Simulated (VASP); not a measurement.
# F (I4_1/amd) in VASP: further runs

Runs on F. Level: PBE. Tasks: single point.

Everything below comes from runs of VASP 6.6.1. Logs are shortened: lines on timing, memory, paths and dates and some standing lists are left out, and cuts for length are marked.

## 1. The cell of the first run

The structure is tetragonal, space group I4_1/amd (No. 141). The conventional cell has a = 3.126 Å, b = 3.126 Å, c = 1.849 Å, α = 90.00°, β = 90.00°, γ = 90.00°. F (site symmetry -4m2) has 10 F at 1.63 to 2.09 Å within 2.2 Å.

## 2. Single point, PBE (4.52 Å³/atom)

INCAR reads:

```
PREC = Accurate
ENCUT = 520
EDIFF = 1E-6
ISMEAR = -1
SIGMA = 0.05
LREAL = F
LASPH = T
NELM = 80
ALGO = Normal
ISIF = 2
LWAVE = F
LCHARG = F
GGA = PE
NBANDS = 14
```

KPOINTS reads:

```
regular mesh
0
Gamma
  17 17 17
```

POSCAR reads:

```
F
1.0
   -1.5628158226      1.5628158226      0.9243094685
    1.5628158226     -1.5628158226      0.9243094685
    1.5628158226      1.5628158226     -0.9243094685
F
2
Direct
   -0.3750000000     -0.1250000000     -0.2500000000
    0.3750000000      0.1250000000      0.2500000000
```

Potentials or basis: VASP PAW PBE potentials, release 64 (F).

The run is started by

```
> cat potpaw_PBE.64/F/POTCAR > POTCAR
> mpirun -np 1 vasp_std > vasp.out
```

OUTCAR:

```text
PREC = Accurate
   ENCUT = 520
   EDIFF = 1E-6
   ISMEAR = -1
   LREAL = F
   LASPH = T
   NELM = 80
   ISIF = 2
   GGA = PE

 ion  position               nearest neighbor table
   1  0.625  0.875  0.750-   2 1.63   2 1.63   2 1.63   2 1.63
   2  0.375  0.125  0.250-   1 1.63   1 1.63   1 1.63   1 1.63

  LATTYP: Found a body centered tetragonal cell.
 ALAT       =     3.1256316452
 C/A-ratio  =     0.5914385145

  Lattice vectors:

 A1 = (  -1.5628158226,   1.5628158226,   0.9243094685)
 A2 = (   1.5628158226,  -1.5628158226,   0.9243094685)
 A3 = (   1.5628158226,   1.5628158226,  -0.9243094685)

Analysis of symmetry for initial positions (statically):
=====================================================================
 Subroutine PRICEL returns:
 Original cell was already a primitive cell.

 Routine SETGRP: Setting up the symmetry group for a
 body centered tetragonal supercell.

 Subroutine GETGRP returns: Found 16 space group operations
 (whereof  4 operations were pure point group operations)
 out of a pool of 16 trial point group operations.

The static configuration has the point symmetry C_2h.
 The point group associated with its full space group is D_4h.

Analysis of symmetry for dynamics (positions and initial velocities):
=====================================================================
 Subroutine PRICEL returns:
 Original cell was already a primitive cell.

 Routine SETGRP: Setting up the symmetry group for a
 body centered tetragonal supercell.

 Subroutine GETGRP returns: Found 16 space group operations
 (whereof  4 operations were pure point group operations)
 out of a pool of 16 trial point group operations.

The dynamic configuration has the point symmetry C_2h.
 The point group associated with its full space group is D_4h.

 Subroutine INISYM returns: Found 16 space group operations
 (whereof  4 operations are pure point group operations),
 and found     1 'primitive' translations

----------------------------------------------------------------------------------------

                                     Primitive cell

  volume of cell :       9.0301

  direct lattice vectors                    reciprocal lattice vectors
    -1.562815823  1.562815823  0.924309468     0.000000000  0.319935333  0.540944367
     1.562815823 -1.562815823  0.924309468     0.319935333  0.000000000  0.540944367
     1.562815823  1.562815823 -0.924309468     0.319935333  0.319935333  0.000000000

  length of vectors
     2.395649095  2.395649095  2.395649095     0.628473886  0.628473886  0.452456886

  position of ions in fractional coordinates (direct lattice)
     0.625000000  0.875000000  0.750000000
     0.375000000  0.125000000  0.250000000

  ion indices of the primitive-cell ions
   primitive index   ion index
                 1           1
                 2           2

----------------------------------------------------------------------------------------

 KPOINTS: regular mesh

Automatic generation of k-mesh.
 Grid dimensions read from file:
 generate k-points for:   17   17   17

 Generating k-lattice:

  Cartesian coordinates                     Fractional coordinates (reciprocal lattice)
     0.000000000  0.018819725  0.031820257     0.058823529  0.000000000  0.000000000
     0.018819725  0.000000000  0.031820257     0.000000000  0.058823529  0.000000000
     0.018819725  0.018819725  0.000000000     0.000000000  0.000000000  0.058823529

  Length of vectors
     0.036969052  0.036969052  0.026615111

  Shift w.r.t. Gamma in fractional coordinates (k-lattice)
     0.000000000  0.000000000  0.000000000

 Subroutine IBZKPT returns following result:
 ===========================================

 Found    405 irreducible k-points:

 Following reciprocal coordinates:
            Coordinates               Weight
  0.000000  0.000000  0.000000      1.000000
  0.058824  0.000000 -0.000000      8.000000
  0.117647  0.000000 -0.000000      8.000000
  0.176471  0.000000 -0.000000      8.000000
  0.235294  0.000000 -0.000000      8.000000
  0.294118  0.000000  0.000000      8.000000
[... 16 lines left out ...]
 -0.176471  0.058824  0.000000     16.000000
 -0.117647  0.058824 -0.000000     16.000000
 [... further k-points ...]
   k-points           NKPTS =    405   k-points in BZ     NKDIM =    405   number of bands    NBANDS=     14
   number of dos      NEDOS =    301   number of ions     NIONS =      2
   total plane-waves  NPLWV =   5832
   dimension x,y,z NGX =    18 NGY =   18 NGZ =   18
   dimension x,y,z NGXF=    36 NGYF=   36 NGZF=   36
   ions per type =               2
   NGX,Y,Z   is equivalent  to a cutoff of  12.49, 12.49, 12.49 a.u.
   NGXF,Y,Z  is equivalent  to a cutoff of  24.98, 24.98, 24.98 a.u.
 SYSTEM =  unknown system
   PREC   = accura    normal or accurate (medium, high low for compatibility)
   ISTART =      0    job   : 0-new  1-cont  2-samecut
   ICHARG =      2    charge: 1-file 2-atom 10-const
   ISPIN  =      1    spin polarized calculation?
   LNONCOLLINEAR =      F non collinear calculations
   LSORBIT =      F    spin-orbit coupling
   LASPH  =      T    aspherical Exc in radial PAW
   ENCUT  =  520.0 eV  38.22 Ry    6.18 a.u.   4.45  4.45  4.45*2*pi/ulx,y,z
   NELM   =     80;   NELMIN=  2; NELMDL= -5     # of ELM steps
   EDIFF  = 0.1E-05   stopping-criterion for ELM
   LREAL  =      F    real-space projection
   EDIFFG = 0.1E-04   stopping-criterion for IOM
   NSW    =      0    number of steps for IOM
   IBRION =     -1    ionic relax: 0-MD 1-quasi-New 2-CG
   NFREE  =      0    steps in history (QN), initial steepest desc. (CG)
   ISIF   =      2    stress and relaxation
   ISYM   =      2    0-nonsym 1-usesym 2-fastsym
   POTIM  = 0.5000    time-step for ionic-motion
   TEBEG  =    0.0;   TEEND  =   0.0 temperature during run
   PSTRESS=    0.0 pullay stress
   NELECT =      14.0000    total number of electrons
   NUPDOWN=      -1.0000    fix difference up-down
   EMIN   =  10.00;   EMAX   =-10.00  energy-range for DOS
   EFERMI =   0.00;   METHOD = LEGACY
   ISMEAR =    -1;   SIGMA  =   0.05  broadening in eV -4-tet -1-fermi 0-gaus
   EFERMI_NEDOS =   21; number of points for ismear=-14 and -15
   IALGO  =     38    algorithm
   IMIX   =      4    mixing-type and parameters
     AMIX     =   0.40;   BMIX     =  1.00
     AMIX_MAG =   1.60;   BMIX_MAG =  1.00
  volume/ion in A,a.u.               =       4.52        30.47
  Fermi-wavevector in a.u.,A,eV,Ry     =   1.894756  3.580569 48.846255  3.590098
  Thomas-Fermi vector in A             =   2.935151
   LORBIT       =      0    0 simple, 1 ext, 2 COOP (PROOUT), +10 PAW based schemes
   GGA     = PE    functional components
   LHFCALC =     F    Hartree Fock is set to
   AEXX    =    0.0000 exact exchange contribution
   IVDW    =     0    specifies the selected vdW correction
   LEPSILON=     F    determine dielectric tensor
   LRPA    =     F    only Hartree local field effects (RPA)
 non-spin polarized calculation
  energy-cutoff  :      520.00
  volume of cell :        9.03
 maximum number of plane-waves:       258
 NGX is ok and might be reduce to    18
   NGX =  9   NGY =  9   NGZ =  9

 number of electron      13.9999978 magnetization

 Free energy of the ion-electron system (eV)
  ---------------------------------------------------
  ext. energy  EPLUGINS =         0.00000000
  ---------------------------------------------------
  free energy    TOTEN  =         4.97342759 eV

  energy without entropy =        4.99061727  energy(sigma->0) =        4.98202243

 E-fermi :   9.2966     XC(G=0): -15.2245

 val. band max:        9.2954665336   @ k =   0.1765   0.1176   0.0588
 cond. band min:       9.2969776735   @ k =  -0.1765  -0.2941   0.1176
 fundamental gap:      0.0015111399
 Fermi energy:         9.2966192638

 k-point     1 :       0.0000    0.0000    0.0000
  band No.  band energies     occupation
      1     -23.5557      2.00000
      2     -10.0646      2.00000
      3      -0.4409      2.00000
      4      -0.4409      2.00000
      5       8.6264      2.00000
      6       8.6968      1.99999
      7      10.0100      0.00000
      8      10.0100      0.00000
      9      26.0702      0.00000
     10      32.2997      0.00000
     11      44.0937      0.00000
     12      47.5875      0.00000
     13      47.5875      0.00000
     14      49.2685      0.00000

 k-point     2 :       0.0588    0.0000   -0.0000
  band No.  band energies     occupation
      1     -23.4152      2.00000
      2     -10.1315      2.00000
      3      -0.4447      2.00000
      4      -0.2423      2.00000
      5       8.3010      2.00000
      6       8.3776      2.00000
      7       9.9156      0.00001
      8       9.9992      0.00000
      9      26.3378      0.00000
     10      32.5583      0.00000
     11      43.9553      0.00000
     12      45.9072      0.00000
     13      46.2523      0.00000
     14      49.4810      0.00000

 k-point     3 :       0.1176    0.0000   -0.0000
  band No.  band energies     occupation
      1     -22.9968      2.00000
      2     -10.3069      2.00000
      3      -0.4502      2.00000
      4       0.3045      2.00000
      5       7.2956      2.00000
      6       7.5883      2.00000
      7       9.6544      0.00156
      8       9.9620      0.00000
      9      27.1105      0.00000
     10      33.2511      0.00000
     11      41.9507      0.00000
     12      43.1537      0.00000
     13      46.0452      0.00000
     14      50.3220      0.00000

 k-point     4 :       0.1765    0.0000   -0.0000
  band No.  band energies     occupation
      1     -22.3134      2.00000
      2     -10.5465      2.00000
      3      -0.4443      2.00000
      4       1.0530      2.00000
      5       5.7606      2.00000
      6       6.5575      2.00000
      7       9.2722      1.23964
      8       9.8859      0.00002
      9      28.2757      0.00000
     10      34.1667      0.00000
     11      39.3224      0.00000
     12      40.7477      0.00000
     13      47.2228      0.00000
     14      51.5125      0.00000

 k-point     5 :       0.2353    0.0000   -0.0000
  band No.  band energies     occupation
      1     -21.3886      2.00000
      2     -10.8201      2.00000
      3      -0.4141      2.00000
      4       1.6943      2.00000
      5       4.0002      2.00000
      6       5.5646      2.00000
      7       8.8379      1.99979
      8       9.7600      0.00019
      9      29.5763      0.00000
     10      34.9255      0.00000
     11      37.3570      0.00000
[... 276 lines left out ...]
 k-point    22 :      -0.2353    0.0588    0.0000
  band No.  band energies     occupation
      1     -22.0209      2.00000
      2     -11.1575      2.00000
      3      -0.6196      2.00000
      4       1.7126      2.00000
      5       5.3480      2.00000
      6       6.6429      2.00000
      7       8.8854      1.99946
      8       9.9178      0.00001
      9      28.9670      0.00000
     10      34.3608      0.00000
     11      39.0558      0.00000
     12      41.2103      0.00000
     13      47.3524      0.00000
     14      52.0415      0.00000

 k-point    23 :      -0.1765    0.0588    0.0000
  band No.  band energies     occupation
      1     -22.7723      2.00000
      2     -10.8476      2.00000
      3      -0.5612      2.00000
      4       0.8713      2.00000
      5       6.9592      2.00000
      6       7.5961      2.00000
      7       9.3620      0.42546
      8       9.9706      0.00000
      9      27.7398      0.00000
     10      33.4667      0.00000
     11      41.2703      0.00000
     12      43.2849      0.00000
     13      46.4298      0.00000
     14      50.9597      0.00000

 k-point    24 :      -0.1176    0.0588   -0.0000
  band No.  band energies     occupation
      1     -23.2638      2.00000
      2     -10.5390      2.00000
      3      -0.4664      2.00000
      4       0.1255      2.00000
      5       8.0706      2.00000
      6       8.3713      2.00000
      7       9.7073      0.00054
      8       9.9946      0.00000
      9      26.7987      0.00000
     10      32.7314      0.00000
     11      42.9409      0.00000
     12      45.8078      0.00000
     13      47.0641      0.00000
     14      49.8850      0.00000

 [... further k-points ...]

------------------------ aborting loop because EDIFF is reached ----------------------------------------

  FORCE on cell =-STRESS in cart. coord.  units (eV):
  Direction    XX          YY          ZZ          XY          YZ          ZX
  --------------------------------------------------------------------------------------
  -------------------------------------------------------------------------------------
  Total       23.1020582     23.1020582     23.0914364      0.0000000     -0.0000000      0.0000000
  in kB     4098.9088783   4098.9088783   4097.0242840      0.0000000     -0.0000000      0.0000000
  external PRESSURE =    4098.2806802 kB  Pullay stress =       0.0000000 kB

 VOLUME and BASIS-vectors are now :
 -----------------------------------------------------------------------------
  energy-cutoff  :      520.00
  volume of cell :        9.03
      direct lattice vectors                 reciprocal lattice vectors
    -1.562815823  1.562815823  0.924309468     0.000000000  0.319935333  0.540944367
     1.562815823 -1.562815823  0.924309468     0.319935333  0.000000000  0.540944367
     1.562815823  1.562815823 -0.924309468     0.319935333  0.319935333  0.000000000

 POSITION                                       TOTAL-FORCE (eV/Angst)
 -----------------------------------------------------------------------------------
      1.56282      0.78141      0.69323         0.000000     -0.000000      0.000000
      0.00000      0.78141      0.23108        -0.000000      0.000000     -0.000000
 -----------------------------------------------------------------------------------
    total drift:                               -0.000000      0.000000      0.000000

  FREE ENERGIE OF THE ION-ELECTRON SYSTEM (eV)
  ---------------------------------------------------
  free  energy   TOTEN  =         4.9734275883 eV

  energy  without entropy=        4.9906172733  energy(sigma->0) =        4.98202243
```

Wall time 17 s (1 thread of Intel Xeon 6975P-C (Granite Rapids), shared host); peak memory 0.14 GiB.

What came out:

```
Free energy            : 4.9734 eV
Pressure               : 409.8 GPa
Band gap on the k mesh : zero (bands 7 and 8 overlap by 4.33 eV)
```

Caveat: the cell stands under pressure.

(Part 1 of 2 ends here.)
